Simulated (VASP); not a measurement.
# MgO (Periclase) (Fm-3m) in VASP: single point with PBE

Aim: the single point of MgO (Periclase) with PBE.

Program: VASP 6.6.1. These are calculated values, not measurements. Logs are shortened: lines on timing, memory, paths and dates and some standing lists are left out, and cuts for length are marked.

## (1) The cell of the first run

Symmetry: Fm-3m, No. 225, cubic system. The conventional cell has a = 4.217 Å, b = 4.217 Å, c = 4.217 Å, α = 90.00°, β = 90.00°, γ = 90.00°. Mg (site symmetry m-3m) has 6 O at 2.11 Å within 2.8 Å. O (site symmetry m-3m) has 6 Mg at 2.11 Å within 2.8 Å.

## (2) Single point, PBE

INCAR reads:

```
SYSTEM = MgO
PREC = Accurate
ENCUT = 600
EDIFF = 1E-6
ISMEAR = 0
SIGMA = 0.01
LREAL = .FALSE.
LASPH = .TRUE.
NELM = 120
ALGO = Normal
ISIF = 2
LWAVE = .FALSE.
LCHARG = .FALSE.
GGA = PE
NBANDS = 11
GGA_COMPAT = .FALSE.
```

KPOINTS reads:

```
Automatic mesh
0
G
  8 8 8
  0 0 0
```

POSCAR reads:

```
MgO
1.0
    2.9818690000      0.0000000000      0.0000000000
    1.4909345000      2.5823743048      0.0000000000
    1.4909345000      0.8607914349      2.4346858433
Mg O
1 1
Direct
    0.0000000000      0.0000000000      0.0000000000
    0.5000000000      0.5000000000      0.5000000000
```

Potentials or basis: VASP PAW PBE potentials, release 64 (Mg, O).

Launch:

```bash
cat potpaw_PBE.64/Mg/POTCAR potpaw_PBE.64/O/POTCAR > POTCAR
mpirun -np 1 vasp_std > vasp.out
```

OUTCAR:

```text
SYSTEM = MgO
   PREC = Accurate
   ENCUT = 600
   EDIFF = 1E-6
   ISMEAR = 0
   LREAL = .FALSE.
   LASPH = .TRUE.
   NELM = 120
   ISIF = 2
   GGA = PE

 ion  position               nearest neighbor table
   1  0.000  0.000  0.000-   2 2.11   2 2.11   2 2.11   2 2.11   2 2.11   2 2.11
   2  0.500  0.500  0.500-   1 2.11   1 2.11   1 2.11   1 2.11   1 2.11   1 2.11

  LATTYP: Found a face centered cubic cell.
 ALAT       =     4.2169995811

  Lattice vectors:

 A1 = (   2.9818690000,   0.0000000000,   0.0000000000)
 A2 = (   1.4909345000,   2.5823743048,   0.0000000000)
 A3 = (   1.4909345000,   0.8607914349,   2.4346858433)

Analysis of symmetry for initial positions (statically):
=====================================================================
 Subroutine PRICEL returns:
 Original cell was already a primitive cell.

 Routine SETGRP: Setting up the symmetry group for a
 face centered cubic supercell.

 Subroutine GETGRP returns: Found 48 space group operations
 (whereof 48 operations were pure point group operations)
 out of a pool of 48 trial point group operations.

The static configuration has the point symmetry O_h .

Analysis of symmetry for dynamics (positions and initial velocities):
=====================================================================
 Subroutine PRICEL returns:
 Original cell was already a primitive cell.

 Routine SETGRP: Setting up the symmetry group for a
 face centered cubic supercell.

 Subroutine GETGRP returns: Found 48 space group operations
 (whereof 48 operations were pure point group operations)
 out of a pool of 48 trial point group operations.

The dynamic configuration has the point symmetry O_h .

 Subroutine INISYM returns: Found 48 space group operations
 (whereof 48 operations are pure point group operations),
 and found     1 'primitive' translations

----------------------------------------------------------------------------------------

                                     Primitive cell

  volume of cell :      18.7478

  direct lattice vectors                    reciprocal lattice vectors
     2.981869000  0.000000000  0.000000000     0.335360138 -0.193620266 -0.136910203
     1.490934500  2.582374305  0.000000000     0.000000000  0.387240532 -0.136910203
     1.490934500  0.860791435  2.434685843     0.000000000  0.000000000  0.410730609

  length of vectors
     2.981869000  2.981869000  2.981869000     0.410730609  0.410730609  0.410730609

  position of ions in fractional coordinates (direct lattice)
     0.000000000  0.000000000  0.000000000
[... 81 lines left out ...]
   NSW    =      0    number of steps for IOM
   IBRION =     -1    ionic relax: 0-MD 1-quasi-New 2-CG
   NFREE  =      0    steps in history (QN), initial steepest desc. (CG)
   ISIF   =      2    stress and relaxation
   ISYM   =      2    0-nonsym 1-usesym 2-fastsym
   POTIM  = 0.5000    time-step for ionic-motion
   TEBEG  =    0.0;   TEEND  =   0.0 temperature during run
   PSTRESS=    0.0 pullay stress
   NELECT =       8.0000    total number of electrons
   NUPDOWN=      -1.0000    fix difference up-down
   EMIN   =  10.00;   EMAX   =-10.00  energy-range for DOS
   EFERMI =   0.00;   METHOD = LEGACY
   ISMEAR =     0;   SIGMA  =   0.01  broadening in eV -4-tet -1-fermi 0-gaus
   EFERMI_NEDOS =   21; number of points for ismear=-14 and -15
   IALGO  =     38    algorithm
   IMIX   =      4    mixing-type and parameters
     AMIX     =   0.40;   BMIX     =  1.00
     AMIX_MAG =   1.60;   BMIX_MAG =  1.00
  volume/ion in A,a.u.               =       9.37        63.26
  Fermi-wavevector in a.u.,A,eV,Ry     =   1.232503  2.329093 20.668111  1.519063
  Thomas-Fermi vector in A             =   2.367270
   LORBIT       =      0    0 simple, 1 ext, 2 COOP (PROOUT), +10 PAW based schemes
   GGA     = PE    functional components
   LHFCALC =     F    Hartree Fock is set to
   AEXX    =    0.0000 exact exchange contribution
   IVDW    =     0    specifies the selected vdW correction
   LEPSILON=     F    determine dielectric tensor
   LRPA    =     F    only Hartree local field effects (RPA)
 non-spin polarized calculation
 Gauss-broadening in eV      SIGMA  =   0.01
  energy-cutoff  :      600.00
  volume of cell :       18.75
 maximum number of plane-waves:       638
   NGX = 11   NGY = 11   NGZ = 11

 number of electron       8.0000005 magnetization

 Free energy of the ion-electron system (eV)
  ---------------------------------------------------
  ext. energy  EPLUGINS =         0.00000000
  ---------------------------------------------------
  free energy    TOTEN  =       -11.91055260 eV

  energy without entropy =      -11.91055260  energy(sigma->0) =      -11.91055260

 E-fermi :   3.2283     XC(G=0): -11.0616

 val. band max:        3.1587150918   @ k =   0.0000   0.0000   0.0000
 cond. band min:       7.8522605534   @ k =   0.0000   0.0000   0.0000
 fundamental gap:      4.6935454617
 Fermi energy:         3.2282907527

 k-point     1 :       0.0000    0.0000    0.0000
  band No.  band energies     occupation
      1     -14.0858      2.00000
      2       3.1587      2.00000
      3       3.1587      2.00000
      4       3.1587      2.00000
      5       7.8523      0.00000
      6      18.9410      0.00000
      7      18.9410      0.00000
      8      18.9410      0.00000
      9      22.8472      0.00000
     10      24.6187      0.00000
     11      24.6187      0.00000
[... 309 lines left out ...]
 k-point    24 :      -0.3750    0.2500    0.1250
  band No.  band energies     occupation
      1     -12.6615      2.00000
      2      -0.8270      2.00000
      3       1.2326      2.00000
      4       2.1771      2.00000
      5      12.8072      0.00000
      6      15.3242      0.00000
      7      16.6135      0.00000
      8      20.0152      0.00000
      9      23.6453      0.00000
     10      25.1905      0.00000
     11      29.2644      0.00000

 [... further k-points ...]
[... 5 lines left out ...]
  --------------------------------------------------------------------------------------
  -------------------------------------------------------------------------------------
  Total        0.3636216      0.3636216      0.3636216      0.0000000     -0.0000000     -0.0000000
  in kB       31.0748870     31.0748870     31.0748870      0.0000000     -0.0000000     -0.0000000
  external PRESSURE =      31.0748870 kB  Pullay stress =       0.0000000 kB

 VOLUME and BASIS-vectors are now :
 -----------------------------------------------------------------------------
  energy-cutoff  :      600.00
  volume of cell :       18.75
      direct lattice vectors                 reciprocal lattice vectors
     2.981869000  0.000000000  0.000000000     0.335360138 -0.193620266 -0.136910203
     1.490934500  2.582374305  0.000000000     0.000000000  0.387240532 -0.136910203
     1.490934500  0.860791435  2.434685843     0.000000000  0.000000000  0.410730609

 POSITION                                       TOTAL-FORCE (eV/Angst)
 -----------------------------------------------------------------------------------
      0.00000      0.00000      0.00000        -0.000000      0.000000      0.000000
      2.98187      1.72158      1.21734         0.000000     -0.000000      0.000000
 -----------------------------------------------------------------------------------
    total drift:                                0.000000      0.000000     -0.000000

  FREE ENERGIE OF THE ION-ELECTRON SYSTEM (eV)
  ---------------------------------------------------
  free  energy   TOTEN  =       -11.9105526028 eV

  energy  without entropy=      -11.9105526028  energy(sigma->0) =      -11.91055260
```

Wall time 9.5 s (1 thread of Intel Xeon 8259CL, shared host); peak memory 0.14 GiB.

Results:

```
Free energy            : -11.9106 eV
Pressure               : 3.1 GPa
Band gap on the k mesh : 4.69 eV, direct
```
